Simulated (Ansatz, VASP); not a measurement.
## NaH: VASP beside Ansatz

POSCAR

```
NaH
1.0
   -0.0254199634      2.4013419738      2.4013419738
    2.4013419738     -0.0254199634      2.4013419738
    2.4013419738      2.4013419738     -0.0254199634
Na H
1 1
Direct
    0.0000000000      0.0000000000      0.0000000000
    0.5000000000      0.5000000000      0.5000000000
```

Contents of INCAR.step1:

```
SYSTEM = NaH
PREC = Accurate ; ENCUT = 520
EDIFF = 1E-5 ; ISMEAR = 0
SIGMA = 0.01 ; LREAL = .FALSE.
LASPH = .TRUE. ; NELM = 100
ALGO = Normal ; ISIF = 2
LWAVE = .TRUE. ; LCHARG = .FALSE.
GGA = PE ; NBANDS = 11
```

Contents of INCAR.step2:

```
SYSTEM = NaH
PREC = Accurate ; ENCUT = 520
EDIFF = 1E-6 ; ISMEAR = 0
SIGMA = 0.01 ; LREAL = .FALSE.
LASPH = .TRUE. ; NELM = 100
ALGO = Normal ; ISIF = 2
LWAVE = .FALSE. ; LCHARG = .FALSE.
GGA = PE ; LHFCALC = .TRUE.
HFSCREEN = 0.2079 ; PRECFOCK = Normal
ISTART = 1 ; NBANDS = 11
```

Contents of KPOINTS:

```
Automatic mesh
0
G
  6 6 6
  0 0 0
```

Input for Ansatz:

```yaml
crystal:
  lattice:
    - [-0.0254199634, 2.4013419738, 2.4013419738]
    - [2.4013419738, -0.0254199634, 2.4013419738]
    - [2.4013419738, 2.4013419738, -0.0254199634]
  atoms:
    - { symbol: Na, position: [0.0, 0.0, 0.0] }
    - { symbol: H, position: [0.5, 0.5, 0.5] }
kpoints:
  mp_grid: { grid: [6, 6, 6] }
  band_path:
    path:
      - [0.0, 0.0, 0.0]
      - [0.5, 0.0, 0.5]
      - [0.625, 0.25, 0.625]
      - [0.375, 0.375, 0.75]
      - [0.5, 0.5, 0.5]
      - [0.5, 0.25, 0.75]
    npoints: 1
hamiltonian:
  xc: hse06
scf:
  occupations: { method: fixed }
  n_extra_bands: 4
output:
  forces: true
  stress: true
  eigenvalues: true
```

Change from the starting cell: epitaxial_111 strain +1.2%.

Alike in both runs: task single point; functional HSE06; k mesh 6 × 6 × 6; no spin polarisation.

|  | VASP | Ansatz |
| --- | --- | --- |
| version | VASP 6.6.1 | Ansatz 0.2.0 |
| potentials or method | VASP PAW PBE potentials, release 64 (Na_pv, H) | plane waves, PAW |
| plane-wave cutoff (eV) | 520 | 420 |
| occupations | gaussian, width 0.01 eV | fixed |
| valence electrons in the cell | 8 | 10 |

```csv
,VASP,Ansatz,Ansatz less VASP
gap on the k mesh at the Fermi level (eV),4.82,4.82,+0.005
pressure (GPa),-0.3,-0.3,-0.01
"traceless stress, the component that is largest in VASP (GPa)",0.24,0.24,0.000
```

VASP's potentials hold 8 valence electrons a cell and Ansatz's 10, so a difference there can come from the potentials and not from the codes. Ansatz's warnings: stress exchange threshold loose, stress scf threshold loose.
